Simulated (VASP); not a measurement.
# Be2S5 (P1) in VASP: single point with PBE

Aim: the single point of Be2S5 with PBE.

Program: VASP 6.6.1. These are calculated values, not measurements. Logs are shortened: lines on timing, memory, paths and dates and some standing lists are left out, and cuts for length are marked.

## (1) The cell of the first run

The typed cell holds 14 atoms: a = 6.856 Å, b = 6.843 Å, c = 9.951 Å, α = 78.74°, β = 108.89°, γ = 119.68°.

## (2) Single point, PBE

Input file INCAR:

```
PREC = Accurate ; ENCUT = 520
EDIFF = 1E-6 ; ISMEAR = 0
SIGMA = 0.1 ; LREAL = False
LASPH = True ; NELM = 60
ALGO = Normal ; ISIF = 2
LWAVE = False ; LCHARG = False
GGA = PE ; NBANDS = 47
```

Input file KPOINTS:

```
regular mesh
0
Gamma
  3 3 2
```

Input file POSCAR:

```
Be2S5
1.0
    6.7576342269      0.0384587079     -1.1552602971
   -3.3507186217      5.9248261321      0.7021326919
   -1.5910440641      0.1798584512      9.8216428658
Be S
4 10
Direct
    1.0582640497     -0.0074482354      1.0205407729
    0.5560660107      0.4926550421      1.0208738247
    0.0549690205      0.4945187345      1.0126182247
    0.5510966747      0.9929230541      1.0095992113
    0.2059691602      0.8291506039     -0.0199953562
    0.2356536060      0.3242394642      0.0485857517
    0.7330807858      0.8254799574      0.0416227663
    0.7116396473      0.3287944608      0.9920719822
    0.3575359773      0.4558364701      0.6150864936
    0.0604887259      0.3718773666      0.4451026501
   -0.0706586063      0.5779350308      0.4655062177
    0.4596993542      0.9791893106      0.5729627698
    0.1624889687      0.8954255252      0.4031499516
    0.5903732920      0.7727565484      0.5522747398
```

Potentials or basis: VASP PAW PBE potentials, release 64 (Be, S).

The run is started by

```bash
> cat potpaw_PBE.64/Be/POTCAR potpaw_PBE.64/S/POTCAR > POTCAR
> mpirun -np 1 vasp_std > vasp.out
```

OUTCAR:

```text
PREC = Accurate
   ENCUT = 520
   EDIFF = 1E-6
   ISMEAR = 0
   LREAL = False
   LASPH = True
   NELM = 60
   ISIF = 2
   GGA = PE

 ion  position               nearest neighbor table
   1  0.058  0.993  0.021-   5 2.00   6 2.00   7 2.00
   2  0.556  0.493  0.021-   8 2.00   7 2.00   6 2.00
   3  0.055  0.495  0.013-   6 2.00   5 2.00   8 2.00
   4  0.551  0.993  0.010-   7 2.00   8 2.00   5 2.00
   5  0.206  0.829  0.980-   4 2.00   1 2.00   3 2.00
   6  0.236  0.324  0.049-   2 2.00   3 2.00   1 2.00
   7  0.733  0.825  0.042-   4 2.00   2 2.00   1 2.00
   8  0.712  0.329  0.992-   2 2.00   4 2.00   3 2.00
   9  0.358  0.456  0.615-  10 2.08  14 2.08
  10  0.060  0.372  0.445-  11 2.08   9 2.08
  11  0.929  0.578  0.466-  10 2.08  13 2.08
  12  0.460  0.979  0.573-  14 2.08  13 2.08
  13  0.162  0.895  0.403-  12 2.08  11 2.08
  14  0.590  0.773  0.552-  12 2.08   9 2.08

  LATTYP: Found a triclinic cell.
 ALAT       =    17.6089426994
 B/A-ratio  =     0.6726072511
 C/A-ratio  =     1.0696163150
 COS(alpha) =     0.0024227218
 COS(beta)  =     0.5321877812
 COS(gamma) =     0.8422679514

  Lattice vectors:

 A1 = (  11.6993969127,  -6.0662258754, -11.6790358548)
 A2 = (  10.1083528486,  -5.8863674242,  -1.8573929890)
 A3 = (  -3.5755460987,  -0.3981756103, -18.4880254345)

Analysis of symmetry for initial positions (statically):
=====================================================================
 Subroutine PRICEL returns:
 Original cell was already a primitive cell.

 Routine SETGRP: Setting up the symmetry group for a
 triclinic supercell.

 Subroutine GETGRP returns: Found  1 space group operations
 (whereof  1 operations were pure point group operations)
 out of a pool of  2 trial point group operations.

The static configuration has the point symmetry C_1 .

Analysis of symmetry for dynamics (positions and initial velocities):
=====================================================================
 Subroutine PRICEL returns:
 Original cell was already a primitive cell.

 Routine SETGRP: Setting up the symmetry group for a
 triclinic supercell.

 Subroutine GETGRP returns: Found  1 space group operations
 (whereof  1 operations were pure point group operations)
 out of a pool of  2 trial point group operations.

The dynamic configuration has the point symmetry C_1 .

[... 120 lines left out ...]
   EMIN   =  10.00;   EMAX   =-10.00  energy-range for DOS
   EFERMI =   0.00;   METHOD = LEGACY
   ISMEAR =     0;   SIGMA  =   0.10  broadening in eV -4-tet -1-fermi 0-gaus
   EFERMI_NEDOS =   21; number of points for ismear=-14 and -15
   IALGO  =     38    algorithm
   IMIX   =      4    mixing-type and parameters
     AMIX     =   0.40;   BMIX     =  1.00
     AMIX_MAG =   1.60;   BMIX_MAG =  1.00
  volume/ion in A,a.u.               =      27.39       184.81
  Fermi-wavevector in a.u.,A,eV,Ry     =   0.919791  1.738153 11.510737  0.846015
  Thomas-Fermi vector in A             =   2.045024
   LORBIT       =      0    0 simple, 1 ext, 2 COOP (PROOUT), +10 PAW based schemes
   GGA     = PE    functional components
   LHFCALC =     F    Hartree Fock is set to
   AEXX    =    0.0000 exact exchange contribution
   IVDW    =     0    specifies the selected vdW correction
   LEPSILON=     F    determine dielectric tensor
   LRPA    =     F    only Hartree local field effects (RPA)
 non-spin polarized calculation
 Gauss-broadening in eV      SIGMA  =   0.10
  energy-cutoff  :      520.00
  volume of cell :      383.41
 maximum number of plane-waves:     10341
 NGX is ok and might be reduce to    54
   NGX = 25   NGY = 25   NGZ = 37

 number of electron      68.0000000 magnetization

 Free energy of the ion-electron system (eV)
  ---------------------------------------------------
  ext. energy  EPLUGINS =         0.00000000
  ---------------------------------------------------
  free energy    TOTEN  =       -62.87135777 eV

  energy without entropy =      -62.87135777  energy(sigma->0) =      -62.87135777

 E-fermi :   0.4757     XC(G=0):  -7.1366

 val. band max:        0.0077991058   @ k =   0.3333  -0.0000   0.5000
 cond. band min:       2.5881620128   @ k =  -0.0000  -0.0000   0.5000
 fundamental gap:      2.5803629070
 Fermi energy:         0.4757029279

 k-point     1 :       0.0000    0.0000    0.0000
  band No.  band energies     occupation
      1     -15.9719      2.00000
      2     -14.2938      2.00000
      3     -14.2862      2.00000
      4     -12.4220      2.00000
      5     -11.4126      2.00000
      6     -11.3833      2.00000
[... 479 lines left out ...]
     45       5.6207      0.00000
     46       6.3111      0.00000
 [bands above 46 left out]

------------------------ aborting loop because EDIFF is reached ----------------------------------------

  FORCE on cell =-STRESS in cart. coord.  units (eV):
  Direction    XX          YY          ZZ          XY          YZ          ZX
  --------------------------------------------------------------------------------------
  -------------------------------------------------------------------------------------
  Total       -0.5515851     -0.6201934     -0.2343087      0.0068818     -0.0102092     -0.1616968
  in kB       -2.3049263     -2.5916220     -0.9791133      0.0287572     -0.0426615     -0.6756876
  external PRESSURE =      -1.9585539 kB  Pullay stress =       0.0000000 kB

 VOLUME and BASIS-vectors are now :
 -----------------------------------------------------------------------------
  energy-cutoff  :      520.00
  volume of cell :      383.41
      direct lattice vectors                 reciprocal lattice vectors
     6.757634227  0.038458708 -1.155260297     0.151443331  0.082919704  0.023014399
    -3.350718622  5.924826132  0.702132692    -0.001527105  0.168312267 -0.003329593
    -1.591044064  0.179858451  9.821642866     0.017922531 -0.002279018  0.104761031

 POSITION                                       TOTAL-FORCE (eV/Angst)
 -----------------------------------------------------------------------------------
     -2.96472      5.88663      0.83134        -0.000327     -0.002404     -0.000353
      2.07373      2.94404     -0.09148        -0.001646      0.003160      0.000831
     -1.30561      2.93432      0.40765         0.000087      0.001536      0.001022
      0.38183      5.90582      0.15478        -0.000489     -0.005606      0.001580
     -2.94562      5.09676      9.96948        -0.000075      0.000890     -0.005902
      0.42872      1.93886      0.43261         0.001594      0.002153      0.004906
      2.12172      4.92650      0.14150        -0.002579      0.000381      0.002565
      2.12887      2.15385      9.15251         0.000594      0.000984     -0.005696
     -0.08991      2.82513      5.94817        -0.050720      0.074652     -0.095884
     -1.54547      2.28569      4.56287        -0.007989      0.099598      0.083219
      3.60301      3.54363      3.90419         0.118363      0.037097     -0.049106
     -1.08612      5.92226      5.78388         0.008282     -0.096144     -0.087547
     -2.54371      5.38400      4.40059         0.050495     -0.078577      0.095285
      0.52154      4.70048      5.28479        -0.115591     -0.037720      0.055078
 -----------------------------------------------------------------------------------
    total drift:                               -0.000040     -0.000069     -0.000111

  FREE ENERGIE OF THE ION-ELECTRON SYSTEM (eV)
  ---------------------------------------------------
  free  energy   TOTEN  =       -62.8713577745 eV

  energy  without entropy=      -62.8713577745  energy(sigma->0) =      -62.87135777
```

stdout:

```text
POSCAR found type information on POSCAR BeS
 POSCAR found :  2 types and      14 ions
 scaLAPACK will be used
 LDA part: xc-table for (Slater+PW92), standard interpolation
 POSCAR, INCAR and KPOINTS ok, starting setup
 FFT: planning ... GRIDC
 FFT: planning ... GRID_SOFT
 FFT: planning ... GRID
 WAVECAR not read
 entering main loop
```

Run time: 9.3 min. Hardware: 1 thread of Intel Xeon 8259CL, shared host; peak memory 0.57 GiB.

What came out:

```
Free energy            : -62.8714 eV
Pressure               : -0.2 GPa
Largest force          : 0.133 eV/Å
Band gap on the k mesh : 2.58 eV (least direct gap 2.62 eV)
```

Forces in eV/Å, atoms in the order of the input:
```
Be   0.000 -0.002  0.000
Be  -0.002  0.003  0.001
Be   0.000  0.002  0.001
Be   0.000 -0.006  0.002
S    0.000  0.001 -0.006
S    0.002  0.002  0.005
S   -0.003  0.000  0.003
S    0.001  0.001 -0.006
S   -0.051  0.075 -0.096
S   -0.008  0.100  0.083
S    0.118  0.037 -0.049
S    0.008 -0.096 -0.088
S    0.050 -0.079  0.095
S   -0.116 -0.038  0.055
```

A k mesh can miss the band edges.
